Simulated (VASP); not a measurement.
# Sb (Pm-3m) in VASP: further runs

Runs on Sb. Level: r2SCAN. Tasks: single point.

Everything below comes from runs of VASP 6.6.1. Logs are shortened: lines on timing, memory, paths and dates and some standing lists are left out, and cuts for length are marked.

## 1. The cell of the first run

Symmetry: Pm-3m, No. 221, cubic system. Conventional cell: a = 3.056 Å, b = 3.056 Å, c = 3.056 Å, α = 90.00°, β = 90.00°, γ = 90.00°. Within 4.0 Å of Sb (site symmetry m-3m) lie 6 Sb at 3.06 Å.

## 2. Single point, r2SCAN (volume scaled by 0.97)

POSCAR reads:

```
Sb
1.0
    3.0563430401      0.0000000000      0.0000000000
    0.0000000000      3.0563430401      0.0000000000
    0.0000000000      0.0000000000      3.0563430401
Sb
1
Direct
    0.0000000000      0.0000000000      0.0000000000
```

INCAR.step1 reads:

```
ALGO     = Normal         # electronic algorithm
EDIFF    = 1E-4           # SCF threshold, eV
ENCUT    = 520            # plane-wave cutoff, eV
GGA      = PE             # functional
ISMEAR   = 0              # smearing method
LASPH    = T              # aspherical terms in the spheres
LCHARG   = F              # write CHGCAR
LREAL    = F              # projectors in reciprocal space
LWAVE    = T              # write WAVECAR
NBANDS   = 8              # bands
NELM     = 80             # most SCF steps
PREC     = Accurate       # precision mode
SIGMA    = 0.1            # smearing width, eV
```

INCAR.step2 reads:

```
ALGO     = Normal         # electronic algorithm
EDIFF    = 1E-7           # SCF threshold, eV
ENCUT    = 520            # plane-wave cutoff, eV
ISIF     = 2              # what is computed and relaxed
ISMEAR   = 0              # smearing method
ISTART   = 1            
LASPH    = T              # aspherical terms in the spheres
LCHARG   = T              # write CHGCAR
LELF     = T              # ELF
LMIXTAU  = T            
LREAL    = F              # projectors in reciprocal space
LVHAR    = T            
LWAVE    = F              # write WAVECAR
METAGGA  = R2SCAN         # meta-GGA
NBANDS   = 8              # bands
NELM     = 80             # most SCF steps
PREC     = Accurate       # precision mode
SIGMA    = 0.1            # smearing width, eV
```

KPOINTS reads:

```
k-points
0
Gamma
  14 14 14
```

Potentials or basis: VASP PAW PBE potentials, release 64 (Sb).

Started as:

```console
$ cat potpaw_PBE.64/Sb/POTCAR > POTCAR
$ cp INCAR.step1 INCAR
$ mpirun -np 1 vasp_std > vasp.out
$ cp INCAR.step2 INCAR
$ mpirun -np 1 vasp_std > vasp.out
```

OUTCAR:

```text
EDIFF = 1E-7
   ENCUT = 520
   ISIF = 2
   ISMEAR = 0
   ISTART = 1
   LASPH = T
   LREAL = F
   METAGGA = R2SCAN
   NELM = 80
   PREC = Accurate

 ion  position               nearest neighbor table
   1  0.000  0.000  0.000-

  LATTYP: Found a simple cubic cell.
 ALAT       =     3.0563430401

  Lattice vectors:

 A1 = (   3.0563430401,   0.0000000000,   0.0000000000)
 A2 = (   0.0000000000,   3.0563430401,   0.0000000000)
 A3 = (   0.0000000000,   0.0000000000,   3.0563430401)

Analysis of symmetry for initial positions (statically):
=====================================================================
 Subroutine PRICEL returns:
 Original cell was already a primitive cell.

 Routine SETGRP: Setting up the symmetry group for a
 simple cubic supercell.

 Subroutine GETGRP returns: Found 48 space group operations
 (whereof 48 operations were pure point group operations)
 out of a pool of 48 trial point group operations.

The static configuration has the point symmetry O_h .

Analysis of symmetry for dynamics (positions and initial velocities):
=====================================================================
 Subroutine PRICEL returns:
 Original cell was already a primitive cell.

 Routine SETGRP: Setting up the symmetry group for a
 simple cubic supercell.

 Subroutine GETGRP returns: Found 48 space group operations
 (whereof 48 operations were pure point group operations)
 out of a pool of 48 trial point group operations.

The dynamic configuration has the point symmetry O_h .

 Subroutine INISYM returns: Found 48 space group operations
 (whereof 48 operations are pure point group operations),
 and found     1 'primitive' translations

----------------------------------------------------------------------------------------

                                     Primitive cell

  volume of cell :      28.5500

  direct lattice vectors                    reciprocal lattice vectors
     3.056343040  0.000000000  0.000000000     0.327188404  0.000000000  0.000000000
     0.000000000  3.056343040  0.000000000     0.000000000  0.327188404  0.000000000
     0.000000000  0.000000000  3.056343040     0.000000000  0.000000000  0.327188404

  length of vectors
     3.056343040  3.056343040  3.056343040     0.327188404  0.327188404  0.327188404

  position of ions in fractional coordinates (direct lattice)
     0.000000000  0.000000000  0.000000000

  ion indices of the primitive-cell ions
   primitive index   ion index
                 1           1

----------------------------------------------------------------------------------------

 KPOINTS: k-points

Automatic generation of k-mesh.
 Grid dimensions read from file:
 generate k-points for:   14   14   14

 Generating k-lattice:

  Cartesian coordinates                     Fractional coordinates (reciprocal lattice)
     0.023370600  0.000000000  0.000000000     0.071428571  0.000000000  0.000000000
     0.000000000  0.023370600  0.000000000     0.000000000  0.071428571  0.000000000
     0.000000000  0.000000000  0.023370600     0.000000000  0.000000000  0.071428571

  Length of vectors
     0.023370600  0.023370600  0.023370600

  Shift w.r.t. Gamma in fractional coordinates (k-lattice)
     0.000000000  0.000000000  0.000000000

 Subroutine IBZKPT returns following result:
 ===========================================

 Found    120 irreducible k-points:

 Following reciprocal coordinates:
            Coordinates               Weight
  0.000000  0.000000  0.000000      1.000000
  0.071429  0.000000  0.000000      6.000000
  0.142857  0.000000  0.000000      6.000000
  0.214286  0.000000  0.000000      6.000000
  0.285714  0.000000  0.000000      6.000000
  0.357143  0.000000  0.000000      6.000000
[... 16 lines left out ...]
  0.285714  0.214286  0.000000     24.000000
  0.357143  0.214286  0.000000     24.000000
 [... further k-points ...]
   k-points           NKPTS =    120   k-points in BZ     NKDIM =    120   number of bands    NBANDS=      8
   number of dos      NEDOS =    301   number of ions     NIONS =      1
   total plane-waves  NPLWV =  13824
   dimension x,y,z NGX =    24 NGY =   24 NGZ =   24
   dimension x,y,z NGXF=    48 NGYF=   48 NGZF=   48
   ions per type =               1
   NGX,Y,Z   is equivalent  to a cutoff of  13.05, 13.05, 13.05 a.u.
   NGXF,Y,Z  is equivalent  to a cutoff of  26.11, 26.11, 26.11 a.u.
 SYSTEM =  unknown system
   PREC   = accura    normal or accurate (medium, high low for compatibility)
   ISTART =      1    job   : 0-new  1-cont  2-samecut
   ICHARG =      0    charge: 1-file 2-atom 10-const
   ISPIN  =      1    spin polarized calculation?
   LNONCOLLINEAR =      F non collinear calculations
   LSORBIT =      F    spin-orbit coupling
   LASPH  =      T    aspherical Exc in radial PAW
   ENCUT  =  520.0 eV  38.22 Ry    6.18 a.u.   5.68  5.68  5.68*2*pi/ulx,y,z
   NELM   =     80;   NELMIN=  2; NELMDL=  0     # of ELM steps
   EDIFF  = 0.1E-06   stopping-criterion for ELM
   LREAL  =      F    real-space projection
   EDIFFG = 0.1E-05   stopping-criterion for IOM
   NSW    =      0    number of steps for IOM
   IBRION =     -1    ionic relax: 0-MD 1-quasi-New 2-CG
   NFREE  =      0    steps in history (QN), initial steepest desc. (CG)
   ISIF   =      2    stress and relaxation
   ISYM   =      2    0-nonsym 1-usesym 2-fastsym
   POTIM  = 0.5000    time-step for ionic-motion
   TEBEG  =    0.0;   TEEND  =   0.0 temperature during run
   PSTRESS=    0.0 pullay stress
   NELECT =       5.0000    total number of electrons
   NUPDOWN=      -1.0000    fix difference up-down
   EMIN   =  10.00;   EMAX   =-10.00  energy-range for DOS
   EFERMI =   0.00;   METHOD = LEGACY
   ISMEAR =     0;   SIGMA  =   0.10  broadening in eV -4-tet -1-fermi 0-gaus
   EFERMI_NEDOS =   21; number of points for ismear=-14 and -15
   IALGO  =     38    algorithm
   IMIX   =      4    mixing-type and parameters
     AMIX     =   0.40;   BMIX     =  1.00
     AMIX_MAG =   1.60;   BMIX_MAG =  1.00
  volume/ion in A,a.u.               =      28.55       192.66
  Fermi-wavevector in a.u.,A,eV,Ry     =   0.915931  1.730859 11.414329  0.838930
  Thomas-Fermi vector in A             =   2.040729
   LORBIT       =      0    0 simple, 1 ext, 2 COOP (PROOUT), +10 PAW based schemes
   METAGGA = R2SCAN    functional components
   LHFCALC =     F    Hartree Fock is set to
   AEXX    =    0.0000 exact exchange contribution
   IVDW    =     0    specifies the selected vdW correction
   LEPSILON=     F    determine dielectric tensor
   LRPA    =     F    only Hartree local field effects (RPA)
 non-spin polarized calculation
 Gauss-broadening in eV      SIGMA  =   0.10
  energy-cutoff  :      520.00
  volume of cell :       28.55
 maximum number of plane-waves:       804
 NGX is ok and might be reduce to    24
   NGX = 11   NGY = 11   NGZ = 11

 number of electron       4.9999999 magnetization

 Free energy of the ion-electron system (eV)
  ---------------------------------------------------
  ext. energy  EPLUGINS =         0.00000000
  ---------------------------------------------------
  free energy    TOTEN  =       -25.63995214 eV

  energy without entropy =      -25.63662249  energy(sigma->0) =      -25.63828732

 E-fermi :   7.6030     XC(G=0): -10.3054

 val. band max:        7.5866741483   @ k =   0.5000   0.2857   0.2857
 cond. band min:       7.6069415793   @ k =   0.2857   0.2143   0.0000
 fundamental gap:      0.0202674309
 Fermi energy:         7.6030405963

 k-point     1 :       0.0000    0.0000    0.0000
  band No.  band energies     occupation
      1      -5.7045      2.00000
      2      11.1891      0.00000
      3      11.1891      0.00000
      4      11.1891      0.00000
      5      14.9155      0.00000
      6      14.9155      0.00000
      7      17.0678      0.00000
      8      26.3302      0.00000

 k-point     2 :       0.0714    0.0000    0.0000
  band No.  band energies     occupation
      1      -5.6228      2.00000
      2      10.1484      0.00000
      3      11.2711      0.00000
      4      11.2711      0.00000
      5      14.9778      0.00000
      6      15.6392      0.00000
      7      17.5502      0.00000
      8      25.6396      0.00000

 k-point     3 :       0.1429    0.0000    0.0000
  band No.  band energies     occupation
      1      -5.3795      2.00000
      2       8.2791      0.00000
      3      11.5116      0.00000
      4      11.5116      0.00000
      5      15.1638      0.00000
      6      16.3302      0.00000
      7      19.2119      0.00000
      8      24.4085      0.00000

 k-point     4 :       0.2143    0.0000    0.0000
  band No.  band energies     occupation
      1      -4.9817      2.00000
      2       6.3630      2.00000
      3      11.8914      0.00000
      4      11.8914      0.00000
      5      15.4691      0.00000
      6      16.7948      0.00000
      7      21.3955      0.00000
      8      23.1086      0.00000

 k-point     5 :       0.2857    0.0000    0.0000
  band No.  band energies     occupation
      1      -4.4477      2.00000
      2       4.5849      2.00000
      3      12.3724      0.00000
      4      12.3724      0.00000
      5      15.8824      0.00000
      6      17.3074      0.00000
      7      21.8715      0.00000
      8      21.8715      0.00000

 k-point     6 :       0.3571    0.0000    0.0000
  band No.  band energies     occupation
      1      -3.8239      2.00000
      2       3.0475      2.00000
      3      12.8852      0.00000
      4      12.8852      0.00000
      5      16.3738      0.00000
      6      17.9258      0.00000
      7      20.8022      0.00000
      8      20.8022      0.00000

 k-point     7 :       0.4286    0.0000    0.0000
  band No.  band energies     occupation
      1      -3.2348      2.00000
      2       1.9015      2.00000
      3      13.3088      0.00000
      4      13.3088      0.00000
      5      16.8545      0.00000
      6      18.6276      0.00000
      7      20.0389      0.00000
      8      20.0389      0.00000
[... 133 lines left out ...]
 k-point    20 :       0.4286    0.1429    0.0000
  band No.  band energies     occupation
      1      -2.9039      2.00000
      2       2.2041      2.00000
      3      10.5127      0.00000
      4      13.6454      0.00000
      5      16.0083      0.00000
      6      18.0432      0.00000
      7      20.2211      0.00000
      8      20.2757      0.00000

 k-point    21 :       0.5000    0.1429    0.0000
  band No.  band energies     occupation
      1      -2.6301      2.00000
      2       1.7437      2.00000
      3      10.7161      0.00000
      4      13.8186      0.00000
      5      15.6837      0.00000
      6      18.3978      0.00000
      7      19.8597      0.00000
      8      19.9902      0.00000

 k-point    22 :       0.2143    0.2143    0.0000
  band No.  band energies     occupation
      1      -4.2571      2.00000
      2       6.7529      2.00000
      3       7.3787      1.99849
      4      12.6015      0.00000
      5      16.5878      0.00000
      6      18.1947      0.00000
      7      21.2018      0.00000
      8      22.6165      0.00000

 k-point    23 :       0.2857    0.2143    0.0000
  band No.  band energies     occupation
      1      -3.7207      2.00000
      2       5.2348      2.00000
      3       7.6069      0.95600
      4      13.0887      0.00000
      5      16.3122      0.00000
      6      17.4655      0.00000
      7      21.9478      0.00000
      8      22.3758      0.00000

 k-point    24 :       0.3571    0.2143    0.0000
  band No.  band energies     occupation
      1      -3.0925      2.00000
      2       3.7118      2.00000
      3       8.1321      0.00000
      4      13.6094      0.00000
      5      15.1940      0.00000
      6      17.8866      0.00000
      7      21.3227      0.00000
      8      21.6244      0.00000

 [... further k-points ...]
[... 5 lines left out ...]
  --------------------------------------------------------------------------------------
  -------------------------------------------------------------------------------------
  Total        0.3462036      0.3462036      0.3462036     -0.0000000      0.0000000      0.0000000
  in kB       19.4283473     19.4283473     19.4283473     -0.0000000      0.0000000      0.0000000
  external PRESSURE =      19.4283473 kB  Pullay stress =       0.0000000 kB

 VOLUME and BASIS-vectors are now :
 -----------------------------------------------------------------------------
  energy-cutoff  :      520.00
  volume of cell :       28.55
      direct lattice vectors                 reciprocal lattice vectors
     3.056343040  0.000000000  0.000000000     0.327188404  0.000000000  0.000000000
     0.000000000  3.056343040  0.000000000     0.000000000  0.327188404  0.000000000
     0.000000000  0.000000000  3.056343040     0.000000000  0.000000000  0.327188404

 POSITION                                       TOTAL-FORCE (eV/Angst)
 -----------------------------------------------------------------------------------
      0.00000      0.00000      0.00000         0.000000      0.000000      0.000000
 -----------------------------------------------------------------------------------
    total drift:                                0.000000      0.000000      0.000000

  FREE ENERGIE OF THE ION-ELECTRON SYSTEM (eV)
  ---------------------------------------------------
  free  energy   TOTEN  =       -25.6399521369 eV

  energy  without entropy=      -25.6366224938  energy(sigma->0) =      -25.63828732
```

Run time: 22 s. Hardware: 1 thread of Intel Xeon 6975P-C (Granite Rapids), shared host; peak memory 0.15 GiB.

What came out:

```yaml
Free_energy: -25.6400 eV
Pressure: 1.9 GPa
```

Caveat: the PAW data sets were made with another functional, which shifts forces and pressure a little; spin-orbit coupling is left out, which moves the levels of the heavy elements.

(Part 1 of 2 ends here.)
